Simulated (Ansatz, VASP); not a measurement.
# One calculation of Re, two programs

```xyz
1
Lattice="0.0000 2.0856 1.6975 2.0856 0.0000 1.6975 2.0856 2.0856 0.0000" Properties=species:S:1:pos:R:3 pbc="T T T"
Re    0.0000    0.0000    0.0000
```

Alike in both runs: task single point; functional PBE; k mesh 10 × 10 × 10; occupations gaussian, width 0.15 eV; no spin polarisation.

|  | VASP | Ansatz |
| --- | --- | --- |
| version | VASP 6.6.1 | Ansatz 0.2.0 |
| potentials or method | VASP PAW PBE potentials, release 64 (Re), cutoff 520 eV | scalar-relativistic, plane waves, PAW |
| valence electrons in the cell | 7 | 15 |

```csv
,VASP,Ansatz,Ansatz less VASP
gap on the k mesh at the Fermi level (eV),none,none,-
pressure (GPa),8.4,8.9,+0.46
"traceless stress, the component that is largest in VASP (GPa)",11.54,11.01,-0.523
```

A gap of «none» marks a metal or a gap that the smearing closes. With one functional, cell and mesh, what is left measures potentials, basis and numerics. VASP's potentials hold 7 valence electrons a cell and Ansatz's 15, so a difference there can come from the potentials and not from the codes.

Spin-orbit coupling is off throughout.
